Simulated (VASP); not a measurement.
# Cu: single point with LDA

Crystal: Cu.

```xyz
2
Lattice="1.2185 -3.9764 0.0000 1.2185 3.9764 0.0000 0.0000 0.0000 2.4755" Properties=species:S:1:pos:R:3 pbc="T T T"
Cu    1.2185    2.9118    0.6189
Cu    1.2185   -2.9118    1.8566
```

- Program: VASP 6.6.1
- Task: single point
- Functional: LDA
- Potentials or basis: VASP PAW LDA potentials, release 64 (Cu)
- Cutoff: 520 eV
- k mesh: 5 × 5 × 5
- Occupations: methfessel-paxton, width 0.1 eV
- Spin: no spin polarisation
- Dipole correction: no
- Further INCAR settings: ALGO = Normal; EDIFF = 1e-06; NBANDS = 18

The pressure is -6.8 GPa and the largest force is 0.046 eV/Å. The band gap on the k mesh is zero (band 11 reaches 9.10 eV, above the bottom of band 12 at 5.56 eV).

Forces in eV/Å, atoms in the order of the input:
```
Cu   0.000 -0.046  0.000
Cu   0.000  0.046  0.000
```

Stress tensor (GPa, compression positive):
```
-5.68  0.00  0.00
 0.00 -8.69  0.00
 0.00  0.00 -6.14
```

Levels at points of the mesh, in eV from the Fermi level:
```csv
k point,band 7,band 8,band 9,band 10,band 11,band 12,band 13,band 14,band 15,band 16
"(0.00, 0.00, 0.00)",-2.37,-2.06,-1.84,-1.70,-1.48,-0.05,4.78,14.68,18.32,19.20
```

It took 5.9 s on 1 thread of Intel(R) Xeon(R) Platinum 8488C (Sapphire Rapids), on a shared host, peak memory 0.13 GiB.

Caveat: the k points lie up to 0.54 Å⁻¹ apart.
